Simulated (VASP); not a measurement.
# SiCl (I4_1/amd) in VASP: single point with PBEsol

Aim: the single point of SiCl with PBEsol.

All numbers are computed with VASP 6.6.1; they aren't measurements. Logs are shortened: lines on timing, memory, paths and dates and some standing lists are left out, and cuts for length are marked.

## (1) The cell of the first run

The structure is tetragonal, space group I4_1/amd (No. 141). Conventional cell: a = 6.591 Å, b = 6.591 Å, c = 8.787 Å, α = 90.00°, β = 90.00°, γ = 90.00°. Si (site symmetry 2/m) has 2 Cl at 2.28 Å within 3.0 Å. Cl (site symmetry 2mm) has 2 Si at 2.28 Å within 3.0 Å.

## (2) Single point, PBEsol

The input, INCAR:

```
  ALGO = Normal
  EDIFF = 1E-6
  ENCUT = 520
  GGA = PS
  ISIF = 2
  ISMEAR = 1
  LASPH = True
  LCHARG = True
  LELF = True
  LREAL = False
  LVHAR = True
  LWAVE = False
  NBANDS = 32
  NELM = 80
  PREC = Accurate
  SIGMA = 0.2324
```

The input, KPOINTS:

```
k-points
0
Gamma
  7 7 7
```

The input, POSCAR:

```
SiCl
1.0
   -3.2954180000      3.2954180000      4.3932570000
    3.2954180000     -3.2954180000      4.3932570000
    3.2954180000      3.2954180000     -4.3932570000
Si Cl
4 4
Direct
    0.0000000000      0.0000000000      0.0000000000
    0.0000000000      0.5000000000      0.0000000000
    0.5000000000      0.0000000000      0.5000000000
    0.0000000000      0.0000000000      0.5000000000
    0.4300000000      0.1800000000      0.2500000000
    0.1800000000      0.4300000000      0.7500000000
    0.5700000000      0.8200000000      0.7500000000
    0.8200000000      0.5700000000      0.2500000000
```

Potentials or basis: VASP PAW PBE potentials, release 64 (Si, Cl).

Started as:

```sh
$ cat potpaw_PBE.64/Si/POTCAR potpaw_PBE.64/Cl/POTCAR > POTCAR
$ mpirun -np 1 vasp_std > vasp.out
```

OUTCAR:

```text
EDIFF = 1E-6
   ENCUT = 520
   GGA = PS
   ISIF = 2
   ISMEAR = 1
   LASPH = True
   LREAL = False
   NELM = 80
   PREC = Accurate

 ion  position               nearest neighbor table
   1  0.000  0.000  0.000-   5 2.28   7 2.28
   2  0.000  0.500  0.000-   6 2.28   8 2.28
   3  0.500  0.000  0.500-   5 2.28   7 2.28
   4  0.000  0.000  0.500-   6 2.28   8 2.28
   5  0.430  0.180  0.250-   1 2.28   3 2.28
   6  0.180  0.430  0.750-   2 2.28   4 2.28
   7  0.570  0.820  0.750-   1 2.28   3 2.28
   8  0.820  0.570  0.250-   2 2.28   4 2.28

  LATTYP: Found a body centered tetragonal cell.
 ALAT       =     6.5908360000
 C/A-ratio  =     1.3331410461

  Lattice vectors:

 A1 = (  -3.2954180000,   3.2954180000,   4.3932570000)
 A2 = (   3.2954180000,  -3.2954180000,   4.3932570000)
 A3 = (   3.2954180000,   3.2954180000,  -4.3932570000)

Analysis of symmetry for initial positions (statically):
=====================================================================
 Subroutine PRICEL returns:
 Original cell was already a primitive cell.

 Routine SETGRP: Setting up the symmetry group for a
 body centered tetragonal supercell.

 Subroutine GETGRP returns: Found 16 space group operations
 (whereof  4 operations were pure point group operations)
 out of a pool of 16 trial point group operations.

The static configuration has the point symmetry C_2h.
 The point group associated with its full space group is D_4h.

Analysis of symmetry for dynamics (positions and initial velocities):
=====================================================================
 Subroutine PRICEL returns:
 Original cell was already a primitive cell.

 Routine SETGRP: Setting up the symmetry group for a
 body centered tetragonal supercell.

 Subroutine GETGRP returns: Found 16 space group operations
 (whereof  4 operations were pure point group operations)
 out of a pool of 16 trial point group operations.

The dynamic configuration has the point symmetry C_2h.
 The point group associated with its full space group is D_4h.

 Subroutine INISYM returns: Found 16 space group operations
 (whereof  4 operations are pure point group operations),
 and found     1 'primitive' translations

----------------------------------------------------------------------------------------

                                     Primitive cell

  volume of cell :     190.8392

  direct lattice vectors                    reciprocal lattice vectors
    -3.295418000  3.295418000  4.393257000     0.000000000  0.151725821  0.113810779
     3.295418000 -3.295418000  4.393257000     0.151725821  0.000000000  0.113810779
     3.295418000  3.295418000 -4.393257000     0.151725821  0.151725821  0.000000000

  length of vectors
     6.404706602  6.404706602  6.404706602     0.189667124  0.189667124  0.214572713

  position of ions in fractional coordinates (direct lattice)
     0.000000000  0.000000000  0.000000000
     0.000000000  0.500000000  0.000000000
     0.500000000  0.000000000  0.500000000
     0.000000000  0.000000000  0.500000000
     0.430000000  0.180000000  0.250000000
     0.180000000  0.430000000  0.750000000
     0.570000000  0.820000000  0.750000000
     0.820000000  0.570000000  0.250000000

  ion indices of the primitive-cell ions
   primitive index   ion index
                 1           1
                 2           2
                 3           3
                 4           4
                 5           5
                 6           6
                 7           7
                 8           8

----------------------------------------------------------------------------------------

 KPOINTS: k-points

Automatic generation of k-mesh.
 Grid dimensions read from file:
 generate k-points for:    7    7    7

 Generating k-lattice:

  Cartesian coordinates                     Fractional coordinates (reciprocal lattice)
     0.000000000  0.021675117  0.016258683     0.142857143  0.000000000  0.000000000
     0.021675117  0.000000000  0.016258683     0.000000000  0.142857143  0.000000000
     0.021675117  0.021675117  0.000000000     0.000000000  0.000000000  0.142857143

  Length of vectors
     0.027095303  0.027095303  0.030653245

  Shift w.r.t. Gamma in fractional coordinates (k-lattice)
     0.000000000  0.000000000  0.000000000

 Subroutine IBZKPT returns following result:
 ===========================================

 Found     40 irreducible k-points:

 Following reciprocal coordinates:
            Coordinates               Weight
  0.000000  0.000000  0.000000      1.000000
  0.142857  0.000000  0.000000      8.000000
  0.285714  0.000000  0.000000      8.000000
  0.428571 -0.000000  0.000000      8.000000
  0.142857  0.142857  0.000000      8.000000
  0.285714  0.142857  0.000000     16.000000
[... 16 lines left out ...]
 -0.142857  0.285714  0.142857      8.000000
 -0.428571  0.428571  0.142857      8.000000
 [... further k-points ...]
   k-points           NKPTS =     40   k-points in BZ     NKDIM =     40   number of bands    NBANDS=     32
   number of dos      NEDOS =    301   number of ions     NIONS =      8
   total plane-waves  NPLWV = 110592
   dimension x,y,z NGX =    48 NGY =   48 NGZ =   48
   dimension x,y,z NGXF=    96 NGYF=   96 NGZF=   96
   ions per type =               4   4
   NGX,Y,Z   is equivalent  to a cutoff of  12.46, 12.46, 12.46 a.u.
   NGXF,Y,Z  is equivalent  to a cutoff of  24.92, 24.92, 24.92 a.u.
 SYSTEM =  unknown system
   PREC   = accura    normal or accurate (medium, high low for compatibility)
   ISTART =      0    job   : 0-new  1-cont  2-samecut
   ICHARG =      2    charge: 1-file 2-atom 10-const
   ISPIN  =      1    spin polarized calculation?
   LNONCOLLINEAR =      F non collinear calculations
   LSORBIT =      F    spin-orbit coupling
   LASPH  =      T    aspherical Exc in radial PAW
   ENCUT  =  520.0 eV  38.22 Ry    6.18 a.u.  11.91 11.91 11.91*2*pi/ulx,y,z
   NELM   =     80;   NELMIN=  2; NELMDL= -5     # of ELM steps
   EDIFF  = 0.1E-05   stopping-criterion for ELM
   LREAL  =      F    real-space projection
   EDIFFG = 0.1E-04   stopping-criterion for IOM
   NSW    =      0    number of steps for IOM
   IBRION =     -1    ionic relax: 0-MD 1-quasi-New 2-CG
   NFREE  =      0    steps in history (QN), initial steepest desc. (CG)
   ISIF   =      2    stress and relaxation
   ISYM   =      2    0-nonsym 1-usesym 2-fastsym
   POTIM  = 0.5000    time-step for ionic-motion
   TEBEG  =    0.0;   TEEND  =   0.0 temperature during run
   PSTRESS=    0.0 pullay stress
   NELECT =      44.0000    total number of electrons
   NUPDOWN=      -1.0000    fix difference up-down
   EMIN   =  10.00;   EMAX   =-10.00  energy-range for DOS
   EFERMI =   0.00;   METHOD = LEGACY
   ISMEAR =     1;   SIGMA  =   0.23  broadening in eV -4-tet -1-fermi 0-gaus
   EFERMI_NEDOS =   21; number of points for ismear=-14 and -15
   IALGO  =     38    algorithm
   IMIX   =      4    mixing-type and parameters
     AMIX     =   0.40;   BMIX     =  1.00
     AMIX_MAG =   1.60;   BMIX_MAG =  1.00
  volume/ion in A,a.u.               =      23.85       160.98
  Fermi-wavevector in a.u.,A,eV,Ry     =   1.003852  1.897006 13.710857  1.007720
  Thomas-Fermi vector in A             =   2.136431
   LORBIT       =      0    0 simple, 1 ext, 2 COOP (PROOUT), +10 PAW based schemes
   GGA     = PS    functional components
   LHFCALC =     F    Hartree Fock is set to
   AEXX    =    0.0000 exact exchange contribution
   IVDW    =     0    specifies the selected vdW correction
   LEPSILON=     F    determine dielectric tensor
   LRPA    =     F    only Hartree local field effects (RPA)
 non-spin polarized calculation
 Methfessel and Paxton  Order N= 1 SIGMA  =   0.23
  energy-cutoff  :      520.00
  volume of cell :      190.84
 maximum number of plane-waves:      5188
   NGX = 23   NGY = 23   NGZ = 23

 number of electron      43.9999999 magnetization

 Free energy of the ion-electron system (eV)
  ---------------------------------------------------
  ext. energy  EPLUGINS =         0.00000000
  ---------------------------------------------------
  free energy    TOTEN  =       -29.29914042 eV

  energy without entropy =      -29.30510386  energy(sigma->0) =      -29.30112823

 E-fermi :   3.8828     XC(G=0):  -8.9275

 val. band max:        3.8370119700   @ k =  -0.2857   0.4286   0.2857
 cond. band min:       3.8885648092   @ k =  -0.2857   0.1429   0.0000
 fundamental gap:      0.0515528391
 Fermi energy:         3.8827758193

 k-point     1 :       0.0000    0.0000    0.0000
  band No.  band energies     occupation
      1     -13.2193      2.00000
      2     -12.7795      2.00000
      3     -12.6613      2.00000
      4     -12.5962      2.00000
      5      -4.6688      2.00000
      6      -4.2287      2.00000
[... 24 lines left out ...]
     31       8.8161      0.00000
     32       9.0551      0.00000

 k-point     2 :       0.1429    0.0000    0.0000
  band No.  band energies     occupation
      1     -13.1903      2.00000
      2     -12.7864      2.00000
      3     -12.6751      2.00000
      4     -12.6085      2.00000
      5      -4.7000      2.00000
      6      -4.2783      2.00000
[... 24 lines left out ...]
     31       8.7441      0.00000
     32       9.0141      0.00000

 k-point     3 :       0.2857    0.0000    0.0000
  band No.  band energies     occupation
      1     -13.1107      2.00000
      2     -12.8134      2.00000
      3     -12.7062      2.00000
      4     -12.6393      2.00000
      5      -4.7735      2.00000
      6      -4.3303      2.00000
[... 24 lines left out ...]
     31       8.7220      0.00000
     32       8.9769      0.00000

 k-point     4 :       0.4286   -0.0000    0.0000
  band No.  band energies     occupation
      1     -13.0024      2.00000
      2     -12.8842      2.00000
      3     -12.7191      2.00000
      4     -12.6717      2.00000
      5      -4.8281      2.00000
      6      -4.3495      2.00000
[... 24 lines left out ...]
     31       8.9753      0.00000
     32       9.1521      0.00000

 k-point     5 :       0.1429    0.1429    0.0000
  band No.  band energies     occupation
      1     -13.1411      2.00000
      2     -12.8028      2.00000
      3     -12.7011      2.00000
      4     -12.6214      2.00000
      5      -4.6915      2.00000
      6      -4.4575      2.00000
[... 584 lines left out ...]
     31       8.7570      0.00000
     32       8.8881      0.00000

 k-point    22 :      -0.2857    0.2857    0.1429
  band No.  band energies     occupation
      1     -13.0622      2.00000
      2     -12.7844      2.00000
      3     -12.7199      2.00000
      4     -12.7075      2.00000
      5      -4.9768      2.00000
      6      -4.6713      2.00000
[... 24 lines left out ...]
     31       8.7029      0.00000
     32       9.0353      0.00000

 k-point    23 :      -0.1429    0.2857    0.1429
  band No.  band energies     occupation
      1     -13.0687      2.00000
      2     -12.8048      2.00000
      3     -12.7122      2.00000
      4     -12.6880      2.00000
      5      -4.9213      2.00000
      6      -4.3856      2.00000
[... 24 lines left out ...]
     31       8.7807      0.00000
     32       8.8749      0.00000

 k-point    24 :      -0.4286    0.4286    0.1429
  band No.  band energies     occupation
      1     -12.9387      2.00000
      2     -12.8117      2.00000
      3     -12.7767      2.00000
      4     -12.7537      2.00000
      5      -5.0335      2.00000
      6      -4.9365      2.00000
[... 24 lines left out ...]
     31       8.7889      0.00000
     32       9.1421      0.00000

 [... further k-points ...]

------------------------ aborting loop because EDIFF is reached ----------------------------------------

  FORCE on cell =-STRESS in cart. coord.  units (eV):
  Direction    XX          YY          ZZ          XY          YZ          ZX
  --------------------------------------------------------------------------------------
  -------------------------------------------------------------------------------------
  Total        2.4210339      2.4210339     -5.9919272      0.0000000      0.0000000      0.0000000
  in kB       20.3256217     20.3256217    -50.3048077      0.0000000      0.0000000      0.0000000
  external PRESSURE =      -3.2178548 kB  Pullay stress =       0.0000000 kB

 VOLUME and BASIS-vectors are now :
 -----------------------------------------------------------------------------
  energy-cutoff  :      520.00
  volume of cell :      190.84
      direct lattice vectors                 reciprocal lattice vectors
    -3.295418000  3.295418000  4.393257000     0.000000000  0.151725821  0.113810779
     3.295418000 -3.295418000  4.393257000     0.151725821  0.000000000  0.113810779
     3.295418000  3.295418000 -4.393257000     0.151725821  0.151725821  0.000000000

 POSITION                                       TOTAL-FORCE (eV/Angst)
 -----------------------------------------------------------------------------------
      0.00000      0.00000      0.00000        -0.000000     -0.000000     -0.000000
      1.64771     -1.64771      2.19663        -0.000000     -0.000000     -0.000000
      0.00000      3.29542      0.00000        -0.000000     -0.000000     -0.000000
      1.64771      1.64771     -2.19663        -0.000000     -0.000000     -0.000000
      0.00000      1.64771      1.58157        -0.000000      0.000000      0.872159
      3.29542      1.64771     -0.61506         0.000000     -0.000000      0.872159
      3.29542      1.64771      2.81168         0.000000     -0.000000     -0.872159
     -0.00000      1.64771      5.00831        -0.000000      0.000000     -0.872159
 -----------------------------------------------------------------------------------
    total drift:                               -0.000000     -0.000000      0.000000

  FREE ENERGIE OF THE ION-ELECTRON SYSTEM (eV)
  ---------------------------------------------------
  free  energy   TOTEN  =       -29.2991404205 eV

  energy  without entropy=      -29.3051038584  energy(sigma->0) =      -29.30112823
```

Run time: 3.2 min. Hardware: 1 thread of Intel Xeon Platinum 8259CL at 2.50GHz (Skylake/Cascade Lake), shared host; peak memory 0.42 GiB.

What came out:

- Free energy: -29.2991 eV
- Pressure: -0.3 GPa
- Largest force: 0.872 eV/Å
- Band gap on the k mesh: zero (bands 22 and 23 overlap by 0.89 eV)

Forces on the atoms (eV/Å):
```
Si   0.000  0.000  0.000
Si   0.000  0.000  0.000
Si   0.000  0.000  0.000
Si   0.000  0.000  0.000
Cl   0.000  0.000  0.872
Cl   0.000  0.000  0.872
Cl   0.000  0.000 -0.872
Cl   0.000  0.000 -0.872
```

Caveat: the PAW data sets were made with another functional, which shifts forces and pressure a little.
